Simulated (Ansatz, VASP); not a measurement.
## Hg: VASP beside Ansatz

```
Hg
1.0
    -1.81297    1.81297    1.81297
     1.81297   -1.81297    1.81297
     1.81297    1.81297   -1.81297
Hg
1
Cartesian
  0.0000 0.0000 0.0000
```

Alike in both runs: functional PBEsol; k mesh 12 × 12 × 12; occupations fermi-dirac, width 0.1 eV; no spin polarisation.

Ansatz relaxed the structure, and its values are those at the end. VASP's run is a single point on that final structure, the one shown.

|  | VASP | Ansatz |
| --- | --- | --- |
| version | VASP 6.6.1 | Ansatz 0.2.0 |
| potentials or method | VASP PAW PBE potentials, release 64 (Hg), cutoff 500 eV | plane waves (420 eV) with PAW, scalar-relativistic |
| valence electrons in the cell | 12 | 20 |

VASP gave:

- pressure (GPa): 0.4

Q: Estimate Ansatz's values.

A: Pressure (GPa): 0.0.

VASP's potentials were made for PBE, not for PBEsol, and Ansatz warns of the same on its side. The functional is the same, so the differences come from potentials, cutoffs and numerics. VASP's potentials hold 12 valence electrons a cell and Ansatz's 20, so a difference there can come from the potentials and not from the codes.

Neither program's run includes spin-orbit coupling.
